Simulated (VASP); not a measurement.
# C (Fd-3m) in VASP: notebook

The runs below take C through single point, relaxation of cell and atoms, with LDA.

Everything below comes from runs of VASP 6.6.1. Logs are shortened: lines on timing, memory, paths and dates and some standing lists are left out, and cuts for length are marked.

## (1) The cell of the first run

Symmetry: Fd-3m, No. 227, cubic system. Conventional cell: a = 3.532 Å, b = 3.532 Å, c = 3.532 Å, α = 90.00°, β = 90.00°, γ = 90.00°. C (site symmetry -43m) has 4 C at 1.53 Å within 2.0 Å.

## (2) Single point, LDA

Input file INCAR:

```
ALGO     = Normal         # electronic algorithm
EDIFF    = 1E-7           # SCF threshold, eV
ENCUT    = 520            # plane-wave cutoff, eV
ISIF     = 2              # what is computed and relaxed
ISMEAR   = 0              # smearing method
LASPH    = True           # aspherical terms in the spheres
LCHARG   = True           # write CHGCAR
LELF     = True           # ELF
LREAL    = False          # projectors in reciprocal space
LVHAR    = True         
LWAVE    = False          # write WAVECAR
NBANDS   = 11             # bands
NELM     = 80             # most SCF steps
PREC     = Accurate       # precision mode
SIGMA    = 0.1            # smearing width, eV
```

Input file KPOINTS:

```
k-points
0
Gamma
  10 10 10
```

Input file POSCAR:

```
C
1.0
    0.0000000000      1.7660495912      1.7660495912
    1.7660495912      0.0000000000      1.7660495912
    1.7660495912      1.7660495912      0.0000000000
C
2
Direct
    0.5000000000      0.5000000000      0.5000000000
    0.7500000000      0.7500000000      0.7500000000
```

Potentials or basis: VASP PAW LDA potentials, release 64 (C).

Launch:

```
$ cat potpaw_LDA.64/C/POTCAR > POTCAR
$ mpirun -np 1 vasp_std > vasp.out
```

OUTCAR:

```text
EDIFF = 1E-7
   ENCUT = 520
   ISIF = 2
   ISMEAR = 0
   LASPH = True
   LREAL = False
   NELM = 80
   PREC = Accurate

 ion  position               nearest neighbor table
   1  0.500  0.500  0.500-   2 1.53   2 1.53   2 1.53   2 1.53
   2  0.750  0.750  0.750-   1 1.53   1 1.53   1 1.53   1 1.53

  LATTYP: Found a face centered cubic cell.
 ALAT       =     3.5320991824

  Lattice vectors:

 A1 = (   0.0000000000,   1.7660495912,   1.7660495912)
 A2 = (   1.7660495912,   0.0000000000,   1.7660495912)
 A3 = (   1.7660495912,   1.7660495912,   0.0000000000)

Analysis of symmetry for initial positions (statically):
=====================================================================
 Subroutine PRICEL returns:
 Original cell was already a primitive cell.

 Routine SETGRP: Setting up the symmetry group for a
 face centered cubic supercell.

 Subroutine GETGRP returns: Found 48 space group operations
 (whereof 24 operations were pure point group operations)
 out of a pool of 48 trial point group operations.

The static configuration has the point symmetry T_d .
 The point group associated with its full space group is O_h .

Analysis of symmetry for dynamics (positions and initial velocities):
=====================================================================
 Subroutine PRICEL returns:
 Original cell was already a primitive cell.

 Routine SETGRP: Setting up the symmetry group for a
 face centered cubic supercell.

 Subroutine GETGRP returns: Found 48 space group operations
 (whereof 24 operations were pure point group operations)
 out of a pool of 48 trial point group operations.

The dynamic configuration has the point symmetry T_d .
 The point group associated with its full space group is O_h .

 Subroutine INISYM returns: Found 48 space group operations
 (whereof 24 operations are pure point group operations),
 and found     1 'primitive' translations

----------------------------------------------------------------------------------------

                                     Primitive cell

  volume of cell :      11.0164

  direct lattice vectors                    reciprocal lattice vectors
     0.000000000  1.766049591  1.766049591    -0.283117758  0.283117758  0.283117758
     1.766049591  0.000000000  1.766049591     0.283117758 -0.283117758  0.283117758
     1.766049591  1.766049591  0.000000000     0.283117758  0.283117758 -0.283117758

  length of vectors
     2.497571284  2.497571284  2.497571284     0.490374341  0.490374341  0.490374341

  position of ions in fractional coordinates (direct lattice)
[... 82 lines left out ...]
   NSW    =      0    number of steps for IOM
   IBRION =     -1    ionic relax: 0-MD 1-quasi-New 2-CG
   NFREE  =      0    steps in history (QN), initial steepest desc. (CG)
   ISIF   =      2    stress and relaxation
   ISYM   =      2    0-nonsym 1-usesym 2-fastsym
   POTIM  = 0.5000    time-step for ionic-motion
   TEBEG  =    0.0;   TEEND  =   0.0 temperature during run
   PSTRESS=    0.0 pullay stress
   NELECT =       8.0000    total number of electrons
   NUPDOWN=      -1.0000    fix difference up-down
   EMIN   =  10.00;   EMAX   =-10.00  energy-range for DOS
   EFERMI =   0.00;   METHOD = LEGACY
   ISMEAR =     0;   SIGMA  =   0.10  broadening in eV -4-tet -1-fermi 0-gaus
   EFERMI_NEDOS =   21; number of points for ismear=-14 and -15
   IALGO  =     38    algorithm
   IMIX   =      4    mixing-type and parameters
     AMIX     =   0.40;   BMIX     =  1.00
     AMIX_MAG =   1.60;   BMIX_MAG =  1.00
  volume/ion in A,a.u.               =       5.51        37.17
  Fermi-wavevector in a.u.,A,eV,Ry     =   1.471494  2.780721 29.460636  2.165296
  Thomas-Fermi vector in A             =   2.586623
   LORBIT       =      0    0 simple, 1 ext, 2 COOP (PROOUT), +10 PAW based schemes
   GGA     = CA    functional components
   LHFCALC =     F    Hartree Fock is set to
   AEXX    =    0.0000 exact exchange contribution
   IVDW    =     0    specifies the selected vdW correction
   LEPSILON=     F    determine dielectric tensor
   LRPA    =     F    only Hartree local field effects (RPA)
 non-spin polarized calculation
 Gauss-broadening in eV      SIGMA  =   0.10
  energy-cutoff  :      520.00
  volume of cell :       11.02
 maximum number of plane-waves:       307
   NGX =  9   NGY =  9   NGZ =  9

 number of electron       7.9999998 magnetization

 Free energy of the ion-electron system (eV)
  ---------------------------------------------------
  ext. energy  EPLUGINS =         0.00000000
  ---------------------------------------------------
  free energy    TOTEN  =       -20.24519113 eV

  energy without entropy =      -20.24519113  energy(sigma->0) =      -20.24519113

 E-fermi :  10.7445     XC(G=0): -13.6417

 val. band max:       10.1569353292   @ k =   0.0000   0.0000   0.0000
 cond. band min:      14.3594189364   @ k =   0.4000   0.4000   0.0000
 fundamental gap:      4.2024836072
 Fermi energy:        10.7444613345

 k-point     1 :       0.0000    0.0000    0.0000
  band No.  band energies     occupation
      1     -11.5559      2.00000
      2      10.1569      2.00000
      3      10.1569      2.00000
      4      10.1569      2.00000
      5      15.7820      0.00000
      6      15.7820      0.00000
      7      15.7820      0.00000
      8      24.3884      0.00000
      9      29.5488      0.00000
     10      37.1164      0.00000
     11      37.1164      0.00000
[... 309 lines left out ...]
 k-point    24 :       0.4000    0.3000    0.0000
  band No.  band energies     occupation
      1      -6.8714      2.00000
      2       2.1319      2.00000
      3       4.0205      2.00000
      4       4.6533      2.00000
      5      14.9955      0.00000
      6      18.2033      0.00000
      7      24.4467      0.00000
      8      24.5545      0.00000
      9      32.3113      0.00000
     10      33.1475      0.00000
     11      41.2954      0.00000

 [... further k-points ...]
[... 5 lines left out ...]
  --------------------------------------------------------------------------------------
  -------------------------------------------------------------------------------------
  Total        0.1014678      0.1014678      0.1014678      0.0000000      0.0000000      0.0000000
  in kB       14.7570649     14.7570649     14.7570649      0.0000000      0.0000000      0.0000000
  external PRESSURE =      14.7570649 kB  Pullay stress =       0.0000000 kB

 VOLUME and BASIS-vectors are now :
 -----------------------------------------------------------------------------
  energy-cutoff  :      520.00
  volume of cell :       11.02
      direct lattice vectors                 reciprocal lattice vectors
     0.000000000  1.766049591  1.766049591    -0.283117758  0.283117758  0.283117758
     1.766049591  0.000000000  1.766049591     0.283117758 -0.283117758  0.283117758
     1.766049591  1.766049591  0.000000000     0.283117758  0.283117758 -0.283117758

 POSITION                                       TOTAL-FORCE (eV/Angst)
 -----------------------------------------------------------------------------------
      1.76605      1.76605      1.76605         0.000000     -0.000000      0.000000
      2.64907      2.64907      2.64907        -0.000000      0.000000     -0.000000
 -----------------------------------------------------------------------------------
    total drift:                                0.000000     -0.000000      0.000000

  FREE ENERGIE OF THE ION-ELECTRON SYSTEM (eV)
  ---------------------------------------------------
  free  energy   TOTEN  =       -20.2451911267 eV

  energy  without entropy=      -20.2451911267  energy(sigma->0) =      -20.24519113
```

stdout:

```text
POSCAR found type information on POSCAR C
 POSCAR found :  1 types and       2 ions
 scaLAPACK will be used
 LDA part: xc-table for (Slater(with rela. corr.)+CA(PZ))
 , standard interpolation
 POSCAR, INCAR and KPOINTS ok, starting setup
 FFT: planning ... GRIDC
 FFT: planning ... GRID_SOFT
 FFT: planning ... GRID
 WAVECAR not read
 entering main loop
```

Run time: 9.4 s. Hardware: 1 thread of AMD EPYC 7R13, shared host; peak memory 0.08 GiB.

What came out:

* Free energy: -20.2452 eV
* Pressure: 1.5 GPa
* Band gap on the k mesh: 4.20 eV, indirect (least direct gap 5.63 eV)

A k mesh can miss the band edges. LDA gaps usually lie below the measured ones, often by a third to a half.

## (3) Relaxation of cell and atoms, LDA

This run uses another cell than the first one, of 5.67 Å³/atom, 1.030 times its volume.

Input file INCAR:

```
PREC = Accurate
ENCUT = 600
EDIFF = 1E-7
ISMEAR = 0
SIGMA = 0.1
LREAL = F
LASPH = T
NELM = 100
ALGO = Normal
ISIF = 3
LWAVE = F
LCHARG = F
IBRION = 2
NSW = 100
EDIFFG = -0.05
```

Input file KPOINTS:

```
regular mesh
0
Gamma
  10 10 10
```

Input file POSCAR:

```
C
1.0
    0.0000000000      1.7833700000      1.7833700000
    1.7833700000      0.0000000000      1.7833700000
    1.7833700000      1.7833700000      0.0000000000
C
2
Direct
    0.5000000000      0.5000000000      0.5000000000
    0.7500000000      0.7500000000      0.7500000000
```

Potentials or basis: VASP PAW LDA potentials, release 64 (C).

Launch:

```
$ cat potpaw_LDA.64/C/POTCAR > POTCAR
$ mpirun -np 1 vasp_std > vasp.out
```

Wall time 13 s (1 thread of AMD EPYC 7R13, shared host); peak memory 0.08 GiB.

It converged, with:

```yaml
Free_energy: -20.2538 eV
Relaxed_volume: 5.52 Å³/atom
Relaxed_cell: a = 2.499 Å, b = 2.499 Å, c = 2.499 Å, α = 60.00°, β = 60.00°, γ = 60.00°
Space_group_after_relaxing_to_0.05_Å: Fd-3m (No. 227)
Energy_gained_by_relaxing: 6.2 meV/atom
Ionic_steps: 3
Pressure_after_relaxing: -0.1 GPa
Band_gap_on_the_k_mesh: 4.20 eV, indirect (least direct gap 5.62 eV)
```

Step by step:
| step | energy change (eV) | largest force (eV/Å) | pressure (GPa) | volume (Å³) |
| --- | --- | --- | --- | --- |
| 1 | 0.0000 | 0.0000 | -12.37 | 11.34 |
| 2 | 0.0089 | 0.0000 | 17.94 | 10.64 |
| 3 | -0.0123 | 0.0000 | -0.11 | 11.03 |

Final structure:
```
C
1.0
     0.00000    1.76696    1.76696
     1.76696    0.00000    1.76696
     1.76696    1.76696    0.00000
C
2
Direct
  0.50000 0.50000 0.50000
  0.75000 0.75000 0.75000
```

Levels at points of the mesh, in eV from the valence-band top:
| k point | band 2 | band 3 | band 4 | band 5 | band 6 | band 7 |
| --- | --- | --- | --- | --- | --- | --- |
| (0.00, 0.00, 0.00) | 0.00 | 0.00 | 0.00 | 5.62 | 5.62 | 5.62 |
| (0.50, 0.00, 0.00) | -13.67 | -2.86 | -2.86 | 8.50 | 8.50 | 9.39 |
| (0.50, 0.50, 0.00) | -12.81 | -6.46 | -6.46 | 4.77 | 4.77 | 17.05 |
